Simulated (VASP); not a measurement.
## Ge: single point with r2SCAN

Ge:

```
Ge
1.0
     1.41665   -2.61099    0.00903
     1.37765    2.59004   -0.02998
    -0.02024   -0.02024    2.69823
Ge
1
Cartesian
  1.3971 -0.0105 -0.0105
```

```json
{
 "Program": "VASP 6.6.1",
 "Task": "single point",
 "Functional": "r2SCAN",
 "Potentials or basis": "VASP PAW PBE potentials, release 64 (Ge_d)",
 "Cutoff": "550 eV",
 "k mesh": "14 × 14 × 13",
 "Occupations": "fermi-dirac, width 0.1 eV",
 "Spin": "no spin polarisation"
}
```

* Pressure: -3.3 GPa
* Band gap on the k mesh: zero (bands 7 and 8 overlap by 9.79 eV)

Stress tensor (GPa, compression positive):
```
-1.88 -0.14  0.90
-0.14 -3.33  0.78
 0.90  0.78 -4.60
```

Levels at points of the mesh, in eV from the Fermi level:
| k point | band 4 | band 5 | band 6 | band 7 | band 8 | band 9 | band 10 | band 11 |
| --- | --- | --- | --- | --- | --- | --- | --- | --- |
| (0.00, 0.00, 0.00) | -25.29 | -25.27 | -13.53 | 6.96 | 7.48 | 9.06 | 10.54 | 13.24 |
| (0.50, 0.00, 0.00) | -25.30 | -25.30 | -8.27 | -5.64 | 3.82 | 8.12 | 10.99 | 17.31 |
| (0.00, 0.50, 0.00) | -25.30 | -25.30 | -8.06 | -5.56 | 3.36 | 7.69 | 11.12 | 17.14 |
| (0.50, 0.50, 0.00) | -25.31 | -25.28 | -9.08 | -5.82 | 5.47 | 9.61 | 10.34 | 16.58 |

Wall time 9.1 min on 1 thread of AMD EPYC 9R45 96-Core Processor (Zen 5), on a shared host, peak memory 0.38 GiB.

Caveat: the cell stands under tension; the PAW data sets were made with another functional, which shifts forces and pressure a little.
